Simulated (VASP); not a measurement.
Wanted: the native input for a VASP 6.6.1 run.

- Task: single point
- Functional: PBEsol
- Dispersion: D4
- Potentials or basis: VASP PAW PBE potentials, release 64 (C)
- Cutoff: 520 eV
- k mesh: 14 × 14 × 9
- Occupations: fermi-dirac, width 0.1 eV
- Spin: no spin polarisation
- Dipole correction: no
- Further INCAR settings: ALGO = Normal; EDIFF = 1e-06; NBANDS = 11

The structure of C lies in POSCAR:

```
C
1.0
    2.1273200000     -1.2282820000      0.0000000000
    2.1273200000      1.2282820000      0.0000000000
   -1.3790700000      0.0000000000      3.5028300000
C
2
Direct
    0.8333560000      0.8333560000      0.0000930000
    0.1666440000      0.1666440000      0.9999070000
```

These files were run (other wordings do the same):

INCAR

```
SYSTEM = C
ALGO = Normal ; EDIFF = 1E-6
ENCUT = 520 ; GGA = PS
ISIF = 2 ; ISMEAR = -1
IVDW = 13 ; LASPH = .TRUE.
LCHARG = .FALSE. ; LREAL = .FALSE.
LWAVE = .FALSE. ; NBANDS = 11
NELM = 80 ; PREC = Accurate
SIGMA = 0.1
```

KPOINTS

```
k-points
0
G
  14 14 9
  0 0 0
```

Potentials or basis: VASP PAW PBE potentials, release 64 (C).

Launch:

```console
$ cat potpaw_PBE.64/C/POTCAR > POTCAR
$ mpirun -np 1 vasp_std > vasp.out
```

It gave:

The pressure is -0.1 GPa and the largest force is 0.005 eV/Å. The band gap on the k mesh is 0.81 eV, indirect (the least direct gap lies 3.3 meV higher) and the dispersion energy per atom is -0.098 eV.

Caveat: the PAW data sets were made with another functional, which shifts forces and pressure a little.

Wall time 48 s on 1 thread of Intel(R) Xeon(R) 6975P-C (Granite Rapids) (shared host), peak memory 0.18 GiB.
